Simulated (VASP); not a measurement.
Set up this calculation in VASP 6.6.1, as the native input.

```
Task                   : single point
Functional             : PBE
Potentials or basis    : VASP PAW PBE potentials, release 64 (Ga_d, Y_sv, N)
Cutoff                 : 520 eV
k mesh                 : 12 × 12 × 4
Occupations            : fermi-dirac, width 0.02 eV
Spin                   : no spin polarisation
Dipole correction      : no
Further INCAR settings : ALGO = Normal; EDIFF = 1e-06; NBANDS = 43
```

The structure of Y3GaN4 lies in POSCAR:

```
Y3GaN4
1.0
    3.7508403584      0.0000000000      0.0000000000
   -1.8754201792      3.2483230359      0.0000000000
    0.0000000000      0.0000000000     10.7808092371
Ga Y N
1 3 4
Direct
    0.3333333333      0.6666666667      0.0036927497
    0.3333333333      0.6666666667      0.4863905552
    0.6666666667      0.3333333333      0.2203152051
    0.6666666667      0.3333333333      0.7554729024
    0.3333333333      0.6666666667      0.1807862986
    0.3333333333      0.6666666667      0.6989674996
    0.6666666667      0.3333333333      0.4342790166
    0.6666666667      0.3333333333      0.9700957726
```

The input as run:

INCAR

```
SYSTEM = Y3GaN4
PREC = Accurate
ENCUT = 520
EDIFF = 1E-6
ISMEAR = -1
SIGMA = 0.02
LREAL = .False.
LASPH = .True.
NELM = 80
ALGO = Normal
ISIF = 2
LWAVE = .False.
LCHARG = .True.
GGA = PE
LELF = .True.
LVHAR = .True.
NBANDS = 43
```

KPOINTS

```
Automatic mesh
0
Gamma
  12 12 4
  0 0 0
```

Potentials or basis: VASP PAW PBE potentials, release 64 (Ga_d, Y_sv, N).

Command:

```bash
$ cat potpaw_PBE.64/Ga_d/POTCAR potpaw_PBE.64/Y_sv/POTCAR potpaw_PBE.64/N/POTCAR > POTCAR
$ mpirun -np 1 vasp_std > vasp.out
```

Results of the run:

| Item | Value |
| --- | --- |
| Pressure | 1.5 GPa |
| Largest force | 0.276 eV/Å |
| Band gap on the k mesh | 0.88 eV (least direct gap 1.35 eV) |

Wall time 7.1 min on 1 thread of Intel(R) Xeon(R) Platinum 8259CL CPU @ 2.50GHz (Skylake/Cascade Lake), on a shared host, peak memory 0.49 GiB.
